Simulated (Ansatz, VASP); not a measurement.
## NiO in VASP and in Ansatz

```xyz
2
Lattice="0.0000 2.1338 2.1338 2.1338 0.0000 2.1338 2.1338 2.1338 0.0000" Properties=species:S:1:pos:R:3 pbc="T T T"
Ni    0.0000    0.0000    0.0000
O     2.1338    2.1338    2.1338
```

Alike in both runs: task single point; functional PBE; k mesh 10 × 10 × 10; occupations gaussian, width 0.05 eV; collinear spin; Hubbard terms Ni d U = 6.2 eV.

|  | VASP | Ansatz |
| --- | --- | --- |
| version | VASP 6.6.1 | Ansatz 0.2.0 |
| potentials or method | VASP PAW PBE potentials, release 64 (Ni, O), cutoff 520 eV | scalar-relativistic, plane waves, PAW |
| valence electrons in the cell | 16 | 24 |

|  | VASP | Ansatz | Ansatz less VASP |
| --- | --- | --- | --- |
| gap on the k mesh at the Fermi level (eV) | 2.36 | 1.94 | -0.423 |
| least direct gap on the mesh (eV) | 3.14 | 2.89 | -0.251 |
| pressure (GPa) | -8.2 | 0.0 | +8.23 |
| net moment per atom (μB) | 1.00 | 1.00 | 0.000 |
| size of the moment on the site where the two differ most (μB) | 1.83 | 1.74 | -0.090 |

Site moments also hang on the region over which each program counts them. The programs project onto different local orbitals, so the same U acts differently, and such runs can settle in different states. VASP's potentials hold 16 valence electrons a cell and Ansatz's 24, so a difference there can come from the potentials and not from the codes. Ansatz's warnings: stability check not made.
